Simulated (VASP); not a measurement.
# NaLa3 (Pm-3m) in VASP: notebook

NaLa3 is run at these levels: PBE; tasks: single point.

Program: VASP 6.6.1. These are calculated values, not measurements. Logs are shortened: lines on timing, memory, paths and dates and some standing lists are left out, and cuts for length are marked.

**1. The cell of the first run**

The structure is cubic, space group Pm-3m (No. 221). Conventional cell: a = 5.149 Å, b = 5.149 Å, c = 5.149 Å, α = 90.00°, β = 90.00°, γ = 90.00°. La (site symmetry 4/mmm) has 8 La at 3.64 Å and 4 Na at 3.64 Å within 4.8 Å. Within 4.8 Å of Na (site symmetry m-3m) lie 12 La at 3.64 Å.

**2. Single point, PBE**

Contents of INCAR:

```
PREC = Accurate
ENCUT = 520
EDIFF = 1E-7
ISMEAR = -1
SIGMA = 0.05
LREAL = F
LASPH = T
NELM = 80
ALGO = Normal
ISIF = 2
LWAVE = F
LCHARG = F
GGA = PE
NBANDS = 28
```

Contents of KPOINTS:

```
Automatic mesh
0
Gamma
  5 5 5
```

Contents of POSCAR:

```
NaLa3
1.0
    5.1489857286      0.0000000000      0.0000000000
    0.0000000000      5.1489857286      0.0000000000
    0.0000000000      0.0000000000      5.1489857286
La Na
3 1
Direct
    0.5000000000      0.5000000000      0.0000000000
    0.0000000000      0.5000000000      0.5000000000
    0.5000000000      0.0000000000      0.5000000000
    0.0000000000      0.0000000000      0.0000000000
```

Potentials or basis: VASP PAW PBE potentials, release 64 (La, Na_pv).

Command:

```
cat potpaw_PBE.64/La/POTCAR potpaw_PBE.64/Na_pv/POTCAR > POTCAR
mpirun -np 1 vasp_std > vasp.out
```

OUTCAR:

```text
PREC = Accurate
   ENCUT = 520
   EDIFF = 1E-7
   ISMEAR = -1
   LREAL = F
   LASPH = T
   NELM = 80
   ISIF = 2
   GGA = PE

 ion  position               nearest neighbor table
   1  0.500  0.500  0.000-   2 3.64   3 3.64   2 3.64   3 3.64   3 3.64   3 3.64   2 3.64   2 3.64

   2  0.000  0.500  0.500-   1 3.64   3 3.64   1 3.64   3 3.64   1 3.64   3 3.64   1 3.64   3 3.64

   3  0.500  0.000  0.500-   1 3.64   2 3.64   1 3.64   1 3.64   2 3.64   1 3.64   2 3.64   2 3.64

   4  0.000  0.000  0.000-

  LATTYP: Found a simple cubic cell.
 ALAT       =     5.1489857286

  Lattice vectors:

 A1 = (   5.1489857286,   0.0000000000,   0.0000000000)
 A2 = (   0.0000000000,   5.1489857286,   0.0000000000)
 A3 = (   0.0000000000,   0.0000000000,   5.1489857286)

Analysis of symmetry for initial positions (statically):
=====================================================================
 Subroutine PRICEL returns:
 Original cell was already a primitive cell.

 Routine SETGRP: Setting up the symmetry group for a
 simple cubic supercell.

 Subroutine GETGRP returns: Found 48 space group operations
 (whereof 48 operations were pure point group operations)
 out of a pool of 48 trial point group operations.

The static configuration has the point symmetry O_h .

Analysis of symmetry for dynamics (positions and initial velocities):
=====================================================================
 Subroutine PRICEL returns:
 Original cell was already a primitive cell.

 Routine SETGRP: Setting up the symmetry group for a
 simple cubic supercell.

 Subroutine GETGRP returns: Found 48 space group operations
 (whereof 48 operations were pure point group operations)
 out of a pool of 48 trial point group operations.

The dynamic configuration has the point symmetry O_h .

 Subroutine INISYM returns: Found 48 space group operations
 (whereof 48 operations are pure point group operations),
 and found     1 'primitive' translations

----------------------------------------------------------------------------------------

                                     Primitive cell

  volume of cell :     136.5102

  direct lattice vectors                    reciprocal lattice vectors
     5.148985729  0.000000000  0.000000000     0.194213007  0.000000000  0.000000000
     0.000000000  5.148985729  0.000000000     0.000000000  0.194213007  0.000000000
     0.000000000  0.000000000  5.148985729     0.000000000  0.000000000  0.194213007

[... 71 lines left out ...]
   NELM   =     80;   NELMIN=  2; NELMDL= -5     # of ELM steps
   EDIFF  = 0.1E-06   stopping-criterion for ELM
   LREAL  =      F    real-space projection
   EDIFFG = 0.1E-05   stopping-criterion for IOM
   NSW    =      0    number of steps for IOM
   IBRION =     -1    ionic relax: 0-MD 1-quasi-New 2-CG
   NFREE  =      0    steps in history (QN), initial steepest desc. (CG)
   ISIF   =      2    stress and relaxation
   ISYM   =      2    0-nonsym 1-usesym 2-fastsym
   POTIM  = 0.5000    time-step for ionic-motion
   TEBEG  =    0.0;   TEEND  =   0.0 temperature during run
   PSTRESS=    0.0 pullay stress
   NELECT =      40.0000    total number of electrons
   NUPDOWN=      -1.0000    fix difference up-down
   EMIN   =  10.00;   EMAX   =-10.00  energy-range for DOS
   EFERMI =   0.00;   METHOD = LEGACY
   ISMEAR =    -1;   SIGMA  =   0.05  broadening in eV -4-tet -1-fermi 0-gaus
   EFERMI_NEDOS =   21; number of points for ismear=-14 and -15
   IALGO  =     38    algorithm
   IMIX   =      4    mixing-type and parameters
     AMIX     =   0.40;   BMIX     =  1.00
     AMIX_MAG =   1.60;   BMIX_MAG =  1.00
  volume/ion in A,a.u.               =      34.13       230.30
  Fermi-wavevector in a.u.,A,eV,Ry     =   1.087359  2.054811 16.086857  1.182351
  Thomas-Fermi vector in A             =   2.223517
   LORBIT       =      0    0 simple, 1 ext, 2 COOP (PROOUT), +10 PAW based schemes
   GGA     = PE    functional components
   LHFCALC =     F    Hartree Fock is set to
   AEXX    =    0.0000 exact exchange contribution
   IVDW    =     0    specifies the selected vdW correction
   LEPSILON=     F    determine dielectric tensor
   LRPA    =     F    only Hartree local field effects (RPA)
 non-spin polarized calculation
  energy-cutoff  :      520.00
  volume of cell :      136.51
 maximum number of plane-waves:      3743
 NGX is ok and might be reduce to    40
   NGX = 19   NGY = 19   NGZ = 19

 number of electron      40.0000023 magnetization

 Free energy of the ion-electron system (eV)
  ---------------------------------------------------
  ext. energy  EPLUGINS =         0.00000000
  ---------------------------------------------------
  free energy    TOTEN  =       -15.03240246 eV

  energy without entropy =      -14.97099867  energy(sigma->0) =      -15.00170057

 E-fermi :   6.5876     XC(G=0):  -9.2063

 val. band max:        6.4999515464   @ k =   0.4000   0.2000   0.0000
 cond. band min:       6.6031416370   @ k =   0.4000   0.4000   0.2000
 fundamental gap:      0.1031900906
 Fermi energy:         6.5876461615

 k-point     1 :       0.0000    0.0000    0.0000
  band No.  band energies     occupation
      1     -26.3242      2.00000
      2     -26.0582      2.00000
      3     -26.0582      2.00000
      4     -17.0214      2.00000
      5     -17.0214      2.00000
      6     -17.0214      2.00000
[... 299 lines left out ...]
     27       8.1160      0.00000
     28       8.3033      0.00000

------------------------ aborting loop because EDIFF is reached ----------------------------------------

  FORCE on cell =-STRESS in cart. coord.  units (eV):
  Direction    XX          YY          ZZ          XY          YZ          ZX
  --------------------------------------------------------------------------------------
  -------------------------------------------------------------------------------------
  Total        1.6211515      1.6211515      1.6211515      0.0000000      0.0000000      0.0000000
  in kB       19.0269472     19.0269472     19.0269472      0.0000000      0.0000000      0.0000000
  external PRESSURE =      19.0269472 kB  Pullay stress =       0.0000000 kB

 VOLUME and BASIS-vectors are now :
 -----------------------------------------------------------------------------
  energy-cutoff  :      520.00
  volume of cell :      136.51
      direct lattice vectors                 reciprocal lattice vectors
     5.148985729  0.000000000  0.000000000     0.194213007  0.000000000  0.000000000
     0.000000000  5.148985729  0.000000000     0.000000000  0.194213007  0.000000000
     0.000000000  0.000000000  5.148985729     0.000000000  0.000000000  0.194213007

 POSITION                                       TOTAL-FORCE (eV/Angst)
 -----------------------------------------------------------------------------------
      2.57449      2.57449      0.00000         0.000000      0.000000      0.000000
      0.00000      2.57449      2.57449         0.000000      0.000000      0.000000
      2.57449      0.00000      2.57449         0.000000      0.000000      0.000000
      0.00000      0.00000      0.00000         0.000000      0.000000      0.000000
 -----------------------------------------------------------------------------------
    total drift:                                0.000000     -0.000000     -0.000000

  FREE ENERGIE OF THE ION-ELECTRON SYSTEM (eV)
  ---------------------------------------------------
  free  energy   TOTEN  =       -15.0324024611 eV

  energy  without entropy=      -14.9709986741  energy(sigma->0) =      -15.00170057
```

OSZICAR:

```text
N       E                     dE             d eps       ncg     rms          rms(c)
DAV:   1     0.513781196259E+03    0.51378E+03   -0.14916E+04   584   0.193E+03
DAV:   2     0.877621765932E+02   -0.42602E+03   -0.41613E+03   792   0.417E+02
DAV:   3    -0.481451422041E+01   -0.92577E+02   -0.91191E+02   960   0.215E+02
DAV:   4    -0.136917899151E+02   -0.88773E+01   -0.86003E+01  1076   0.678E+01
DAV:   5    -0.150572318220E+02   -0.13654E+01   -0.13504E+01  1112   0.248E+01    0.463E+00
DAV:   6    -0.150222815134E+02    0.34950E-01   -0.27190E+00  1032   0.103E+01    0.228E+00
DAV:   7    -0.150239996238E+02   -0.17181E-02   -0.55707E-01  1032   0.500E+00    0.754E-01
DAV:   8    -0.150314118736E+02   -0.74122E-02   -0.78407E-02  1072   0.239E+00    0.132E-01
DAV:   9    -0.150320934847E+02   -0.68161E-03   -0.69295E-03  1088   0.742E-01    0.950E-02
DAV:  10    -0.150324007320E+02   -0.30725E-03   -0.17299E-03  1072   0.349E-01    0.166E-02
DAV:  11    -0.150323981429E+02    0.25890E-05   -0.26320E-04  1064   0.126E-01    0.119E-02
DAV:  12    -0.150324022251E+02   -0.40821E-05   -0.35871E-05  1112   0.500E-02    0.412E-03
DAV:  13    -0.150324025309E+02   -0.30579E-06   -0.57028E-06  1096   0.219E-02    0.148E-03
DAV:  14    -0.150324024287E+02    0.10219E-06   -0.82573E-07   840   0.810E-03    0.247E-04
DAV:  15    -0.150324024611E+02   -0.32440E-07   -0.11792E-07   704   0.413E-03
   1 F= -.15032402E+02 E0= -.15001701E+02  d E =-.614038E-01
```

stdout:

```text
POSCAR found type information on POSCAR LaNa
 POSCAR found :  2 types and       4 ions
 scaLAPACK will be used
 LDA part: xc-table for (Slater+PW92), standard interpolation
 POSCAR, INCAR and KPOINTS ok, starting setup
 FFT: planning ... GRIDC
 FFT: planning ... GRID_SOFT
 FFT: planning ... GRID
 WAVECAR not read
 entering main loop
```

Run time: 58 s. Hardware: 1 thread of Intel Xeon Platinum 8259CL at 2.50GHz (Skylake/Cascade Lake), shared host; peak memory 0.25 GiB.

What came out:

| Property | Result |
| --- | --- |
| Free energy | -15.0324 eV |
| Pressure | 1.9 GPa |
| Band gap on the k mesh | zero (bands 20 and 21 overlap by 1.50 eV) |

Levels at points of the mesh, in eV from the Fermi level:
| k point | band 16 | band 17 | band 18 | band 19 | band 20 | band 21 | band 22 | band 23 | band 24 | band 25 |
| --- | --- | --- | --- | --- | --- | --- | --- | --- | --- | --- |
| (0.00, 0.00, 0.00) | -3.22 | -2.27 | -0.94 | -0.94 | -0.79 | -0.79 | -0.79 | 1.44 | 1.62 | 1.62 |

Caveat: spin-orbit coupling is left out, which moves the levels of the heavy elements.

**3. Single point, PBE**

This run uses another cell than the first one, of 34.85 Å³/atom.

Contents of INCAR:

```
SYSTEM = NaLa3
ALGO = Normal ; EDIFF = 1E-6
ENCUT = 520 ; GGA = PE
ISIF = 2 ; ISMEAR = -1
LASPH = .TRUE. ; LCHARG = .FALSE.
LREAL = .FALSE. ; LWAVE = .FALSE.
NBANDS = 28 ; NELM = 80
PREC = Accurate ; SIGMA = 0.05
```

Contents of KPOINTS:

```
k-points
0
G
  5 5 5
  0 0 0
```

Contents of POSCAR:

```
NaLa3
1.0
    5.1852473862      0.0000000000      0.0000000000
    0.0000000000      5.1852473862      0.0000000000
    0.0000000000      0.0000000000      5.1852473862
La Na
3 1
Direct
    0.5000000000      0.5000000000      0.0000000000
    0.0000000000      0.5000000000      0.5000000000
    0.5000000000      0.0000000000      0.5000000000
    0.0000000000      0.0000000000      0.0000000000
```

Potentials or basis: VASP PAW PBE potentials, release 64 (La, Na_pv).

Command:

```
cat potpaw_PBE.64/La/POTCAR potpaw_PBE.64/Na_pv/POTCAR > POTCAR
mpirun -np 1 vasp_std > vasp.out
```

OUTCAR:

```text
SYSTEM = NaLa3
   EDIFF = 1E-6
   ENCUT = 520
   GGA = PE
   ISIF = 2
   ISMEAR = -1
   LASPH = .TRUE.
   LREAL = .FALSE.
   NELM = 80
   PREC = Accurate

 ion  position               nearest neighbor table
   1  0.500  0.500  0.000-   2 3.67   3 3.67   2 3.67   3 3.67   3 3.67   3 3.67   2 3.67   2 3.67

   2  0.000  0.500  0.500-   1 3.67   3 3.67   1 3.67   3 3.67   1 3.67   3 3.67   1 3.67   3 3.67

   3  0.500  0.000  0.500-   1 3.67   2 3.67   1 3.67   1 3.67   2 3.67   1 3.67   2 3.67   2 3.67

   4  0.000  0.000  0.000-

  LATTYP: Found a simple cubic cell.
 ALAT       =     5.1852473862

  Lattice vectors:

 A1 = (   5.1852473862,   0.0000000000,   0.0000000000)
 A2 = (   0.0000000000,   5.1852473862,   0.0000000000)
 A3 = (   0.0000000000,   0.0000000000,   5.1852473862)

Analysis of symmetry for initial positions (statically):
=====================================================================
 Subroutine PRICEL returns:
 Original cell was already a primitive cell.

 Routine SETGRP: Setting up the symmetry group for a
 simple cubic supercell.

 Subroutine GETGRP returns: Found 48 space group operations
 (whereof 48 operations were pure point group operations)
 out of a pool of 48 trial point group operations.

The static configuration has the point symmetry O_h .

Analysis of symmetry for dynamics (positions and initial velocities):
=====================================================================
 Subroutine PRICEL returns:
 Original cell was already a primitive cell.

 Routine SETGRP: Setting up the symmetry group for a
 simple cubic supercell.

 Subroutine GETGRP returns: Found 48 space group operations
 (whereof 48 operations were pure point group operations)
[... 104 lines left out ...]
   EMIN   =  10.00;   EMAX   =-10.00  energy-range for DOS
   EFERMI =   0.00;   METHOD = LEGACY
   ISMEAR =    -1;   SIGMA  =   0.05  broadening in eV -4-tet -1-fermi 0-gaus
   EFERMI_NEDOS =   21; number of points for ismear=-14 and -15
   IALGO  =     38    algorithm
   IMIX   =      4    mixing-type and parameters
     AMIX     =   0.40;   BMIX     =  1.00
     AMIX_MAG =   1.60;   BMIX_MAG =  1.00
  volume/ion in A,a.u.               =      34.85       235.20
  Fermi-wavevector in a.u.,A,eV,Ry     =   1.079755  2.040442 15.862645  1.165872
  Thomas-Fermi vector in A             =   2.215729
   LORBIT       =      0    0 simple, 1 ext, 2 COOP (PROOUT), +10 PAW based schemes
   GGA     = PE    functional components
   LHFCALC =     F    Hartree Fock is set to
   AEXX    =    0.0000 exact exchange contribution
   IVDW    =     0    specifies the selected vdW correction
   LEPSILON=     F    determine dielectric tensor
   LRPA    =     F    only Hartree local field effects (RPA)
 non-spin polarized calculation
  energy-cutoff  :      520.00
  volume of cell :      139.41
 maximum number of plane-waves:      3791
 NGX is ok and might be reduce to    40
   NGX = 19   NGY = 19   NGZ = 19

 number of electron      40.0000028 magnetization

 Free energy of the ion-electron system (eV)
  ---------------------------------------------------
  ext. energy  EPLUGINS =         0.00000000
  ---------------------------------------------------
  free energy    TOTEN  =       -15.06174626 eV

  energy without entropy =      -15.00024823  energy(sigma->0) =      -15.03099724

 E-fermi :   6.4152     XC(G=0):  -9.1242

 val. band max:        6.3242011330   @ k =   0.4000   0.2000   0.0000
 cond. band min:       6.4300333029   @ k =   0.2000   0.2000   0.2000
 fundamental gap:      0.1058321699
 Fermi energy:         6.4151838963

 k-point     1 :       0.0000    0.0000    0.0000
  band No.  band energies     occupation
      1     -26.5315      2.00000
      2     -26.2864      2.00000
      3     -26.2864      2.00000
      4     -17.2045      2.00000
      5     -17.2045      2.00000
      6     -17.2045      2.00000
[... 299 lines left out ...]
     27       7.9067      0.00000
     28       8.0967      0.00000

------------------------ aborting loop because EDIFF is reached ----------------------------------------

  FORCE on cell =-STRESS in cart. coord.  units (eV):
  Direction    XX          YY          ZZ          XY          YZ          ZX
  --------------------------------------------------------------------------------------
  -------------------------------------------------------------------------------------
  Total        1.1343332      1.1343332      1.1343332      0.0000000     -0.0000000      0.0000000
  in kB       13.0359528     13.0359528     13.0359528      0.0000000     -0.0000000      0.0000000
  external PRESSURE =      13.0359528 kB  Pullay stress =       0.0000000 kB

 VOLUME and BASIS-vectors are now :
 -----------------------------------------------------------------------------
  energy-cutoff  :      520.00
  volume of cell :      139.41
      direct lattice vectors                 reciprocal lattice vectors
     5.185247386  0.000000000  0.000000000     0.192854829  0.000000000  0.000000000
     0.000000000  5.185247386  0.000000000     0.000000000  0.192854829  0.000000000
     0.000000000  0.000000000  5.185247386     0.000000000  0.000000000  0.192854829

 POSITION                                       TOTAL-FORCE (eV/Angst)
 -----------------------------------------------------------------------------------
      2.59262      2.59262      0.00000         0.000000      0.000000      0.000000
      0.00000      2.59262      2.59262         0.000000      0.000000      0.000000
      2.59262      0.00000      2.59262         0.000000      0.000000      0.000000
      0.00000      0.00000      0.00000         0.000000      0.000000      0.000000
 -----------------------------------------------------------------------------------
    total drift:                                0.000000     -0.000000     -0.000000

  FREE ENERGIE OF THE ION-ELECTRON SYSTEM (eV)
  ---------------------------------------------------
  free  energy   TOTEN  =       -15.0617462587 eV

  energy  without entropy=      -15.0002482297  energy(sigma->0) =      -15.03099724
```

stdout:

```text
POSCAR found type information on POSCAR LaNa
 POSCAR found :  2 types and       4 ions
 scaLAPACK will be used
 LDA part: xc-table for (Slater+PW92), standard interpolation
 POSCAR, INCAR and KPOINTS ok, starting setup
 FFT: planning ... GRIDC
 FFT: planning ... GRID_SOFT
 FFT: planning ... GRID
 WAVECAR not read
 entering main loop
```

It took 53 s on 1 thread of Intel Xeon Platinum 8259CL at 2.50GHz (Skylake/Cascade Lake), shared host; peak memory 0.25 GiB.

Results:

```
Free energy            : -15.0617 eV
Pressure               : 1.3 GPa
Band gap on the k mesh : zero (bands 20 and 21 overlap by 1.45 eV)
```

Caveat: spin-orbit coupling is left out, which moves the levels of the heavy elements.

The gap in the log of VASP goes by the Fermi energy; the results here count the filled bands.